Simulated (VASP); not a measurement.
# AlRu (Pm-3m) in VASP: a series of runs, part 2 of 2

VASP 6.6.1. The steps go on from the part before.

## Step 5: Relaxation of cell and atoms, LDA

This run uses another cell than the first one, of 13.39 Å³/atom, 1.039 times its volume.

Input file INCAR:

```
ALGO = Normal
EDIFF = 1E-6
EDIFFG = -0.002
ENCUT = 600
GGA = CA
IBRION = 2
ISIF = 3
ISMEAR = -1
LASPH = True
LCHARG = False
LREAL = False
LWAVE = False
NELM = 60
NSW = 100
PREC = Accurate
SIGMA = 0.05
```

Input file KPOINTS:

```
k-points
0
Gamma
  12 12 12
```

Input file POSCAR:

```
AlRu
1.0
    2.9916000000      0.0000000000      0.0000000000
    0.0000000000      2.9916000000      0.0000000000
    0.0000000000      0.0000000000      2.9916000000
Al Ru
1 1
Direct
    0.0000000000      0.0000000000      0.0000000000
    0.5000000000      0.5000000000      0.5000000000
```

Potentials or basis: VASP PAW LDA potentials, release 64 (Al, Ru_pv).

Command:

```
$ cat potpaw_LDA.64/Al/POTCAR potpaw_LDA.64/Ru_pv/POTCAR > POTCAR
$ mpirun -np 1 vasp_std > vasp.out
```

OUTCAR:

```text
EDIFF = 1E-6
   EDIFFG = -0.002
   ENCUT = 600
   GGA = CA
   IBRION = 2
   ISIF = 3
   ISMEAR = -1
   LASPH = True
   LREAL = False
   NELM = 60
   NSW = 100
   PREC = Accurate

 ion  position               nearest neighbor table
   1  0.000  0.000  0.000-   2 2.59   2 2.59   2 2.59   2 2.59   2 2.59   2 2.59   2 2.59   2 2.59

   2  0.500  0.500  0.500-   1 2.59   1 2.59   1 2.59   1 2.59   1 2.59   1 2.59   1 2.59   1 2.59

  LATTYP: Found a simple cubic cell.
 ALAT       =     2.9916000000

  Lattice vectors:

 A1 = (   2.9916000000,   0.0000000000,   0.0000000000)
 A2 = (   0.0000000000,   2.9916000000,   0.0000000000)
 A3 = (   0.0000000000,   0.0000000000,   2.9916000000)

Analysis of symmetry for initial positions (statically):
=====================================================================
 Subroutine PRICEL returns:
 Original cell was already a primitive cell.

 Routine SETGRP: Setting up the symmetry group for a
 simple cubic supercell.

 Subroutine GETGRP returns: Found 48 space group operations
 (whereof 48 operations were pure point group operations)
 out of a pool of 48 trial point group operations.

The static configuration has the point symmetry O_h .

Analysis of symmetry for dynamics (positions and initial velocities):
=====================================================================
[... 169 lines left out ...]
  external PRESSURE =     -77.6192972 kB  Pullay stress =       0.0000000 kB
[... 95 lines left out ...]
--------------------------------------- Ionic step        4  -------------------------------------------

 number of electron      16.9999998 magnetization

 Free energy of the ion-electron system (eV)
  ---------------------------------------------------
  ext. energy  EPLUGINS =         0.00000000
  ---------------------------------------------------
  free energy    TOTEN  =       -16.19635086 eV

  energy without entropy =      -16.18523446  energy(sigma->0) =      -16.19079266

 E-fermi :  11.0306     XC(G=0): -12.9803

 val. band max:       11.0258629936   @ k =   0.0833   0.0833   0.0000
 cond. band min:      11.0450054307   @ k =   0.2500   0.0833   0.0833
 fundamental gap:      0.0191424371
 Fermi energy:        11.0305555272

 k-point     1 :       0.0000    0.0000    0.0000
  band No.  band energies     occupation
      1     -30.5481      2.00000
      2     -30.5481      2.00000
      3     -30.5481      2.00000
      4       1.1631      2.00000
      5       7.2418      2.00000
      6       7.2418      2.00000
      7      11.2306      0.03593
      8      11.2306      0.03593
      9      11.2306      0.03593
     10      17.2350      0.00000
     11      17.2350      0.00000
     12      17.2350      0.00000
[... 331 lines left out ...]
 k-point    24 :       0.4167    0.3333    0.0000
  band No.  band energies     occupation
      1     -30.7531      2.00000
      2     -30.7050      2.00000
      3     -30.5125      2.00000
      4       4.8580      2.00000
      5       6.9586      2.00000
      6       9.0515      2.00000
      7       9.4465      2.00000
      8       9.7657      2.00000
      9      10.1309      2.00000
     10      13.2583      0.00000
     11      17.0698      0.00000
     12      18.7561      0.00000

 [... further k-points ...]
[... 5 lines left out ...]
  --------------------------------------------------------------------------------------
  -------------------------------------------------------------------------------------
  Total       -0.0007802     -0.0007802     -0.0007802      0.0000000      0.0000000     -0.0000000
  in kB       -0.0484145     -0.0484145     -0.0484145      0.0000000      0.0000000     -0.0000000
  external PRESSURE =      -0.0484145 kB  Pullay stress =       0.0000000 kB
[... 17 lines left out ...]
  FREE ENERGIE OF THE ION-ELECTRON SYSTEM (eV)
  ---------------------------------------------------
  free  energy   TOTEN  =       -16.1963508624 eV

  energy  without entropy=      -16.1852344593  energy(sigma->0) =      -16.19079266

 reached required accuracy - stopping structural energy minimisation
```

OSZICAR:

```text
N       E                     dE             d eps       ncg     rms          rms(c)
DAV:   1     0.124698795275E+03    0.12470E+03   -0.10268E+04  2056   0.148E+03
DAV:   2    -0.140240635443E+02   -0.13872E+03   -0.13328E+03  2100   0.372E+02
DAV:   3    -0.168402753579E+02   -0.28162E+01   -0.27210E+01  2440   0.525E+01
[... 30 lines left out ...]
       N       E                     dE             d eps       ncg     rms          rms(c)
DAV:   1    -0.161965300708E+02   -0.18547E-03   -0.27120E-03  2080   0.748E-01    0.123E-01
DAV:   2    -0.161963685137E+02    0.16156E-03   -0.10607E-03  2120   0.393E-01    0.442E-02
DAV:   3    -0.161963511794E+02    0.17334E-04   -0.57598E-05  2112   0.904E-02    0.987E-03
DAV:   4    -0.161963508624E+02    0.31699E-06   -0.53308E-06  2084   0.176E-02
   4 F= -.16196351E+02 E0= -.16190793E+02  d E =-.237576E-01
```

CONTCAR:

```text
AlRu
   1.00000000000000
     2.9556619392211503    0.0000000000000000    0.0000000000000000
     0.0000000000000000    2.9556619392211503   -0.0000000000000000
     0.0000000000000000   -0.0000000000000000    2.9556619392211503
  Al              Ru
     1     1
Direct
     0.0000000000000000    0.0000000000000000    0.0000000000000000
     0.5000000000000000    0.5000000000000000    0.5000000000000000

  0.00000000E+00  0.00000000E+00  0.00000000E+00
  0.00000000E+00  0.00000000E+00  0.00000000E+00
```

Wall time 25 s (1 thread of Intel Xeon Platinum 8488C (Sapphire Rapids), shared host); peak memory 0.16 GiB.

What came out:

```
Free energy                            : -16.1964 eV
Relaxed volume                         : 12.91 Å³/atom
Relaxed cell                           : a = 2.956 Å, b = 2.956 Å, c = 2.956 Å, α = 90.00°, β = 90.00°, γ = 90.00°
Space group after relaxing (to 0.05 Å) : Pm-3m (No. 221)
Energy gained by relaxing              : 11.9 meV/atom
Ionic steps                            : 4
Pressure after relaxing                : 0.0 GPa
```

The path:
```csv
step,energy change (eV),largest force (eV/Å),pressure (GPa),volume (Å³)
1,0.0000,0.0000,-7.76,26.77
2,0.0452,0.0000,15.71,24.34
3,-0.0238,0.0000,-0.13,25.84
4,-0.0238,0.0000,0.00,25.82
```

Final structure:
```cif
data_structure
_symmetry_space_group_name_H-M 'P 1'
_symmetry_Int_Tables_number 1
_cell_length_a 2.9557
_cell_length_b 2.9557
_cell_length_c 2.9557
_cell_angle_alpha 90.000
_cell_angle_beta 90.000
_cell_angle_gamma 90.000
_cell_volume 25.82
loop_
_atom_site_label
_atom_site_type_symbol
_atom_site_fract_x
_atom_site_fract_y
_atom_site_fract_z
_atom_site_occupancy
Al1 Al 0.00000 0.00000 0.00000 1
Ru1 Ru 0.50000 0.50000 0.50000 1
```

LDA usually gives volumes a few per cent too small. Zero-point motion and thermal expansion aren't in these numbers.

## Step 6: Summary

| task | cell | cutoff (eV) | smearing | gap on the mesh (eV) | pressure (GPa) |
| --- | --- | --- | --- | --- | --- |
| single point | a = 2.953 Å, 2 atoms | 520 | fermi-dirac 0.05 eV | none | 0.6 |
| single point | a = 2.953 Å, 2 atoms | 520 | tetrahedron | none | 1.2 |
| relaxation of cell and atoms | relaxed from a = 2.992 Å, 2 atoms | 600 | fermi-dirac 0.05 eV | none | 0.0 |

Alike in all rows: level LDA; potentials or basis VASP PAW LDA potentials, release 64 (Al, Ru_pv); no spin polarisation; k mesh 12 × 12 × 12.

Total energies depend on the potentials used, so only differences within one code and one set of settings carry meaning.
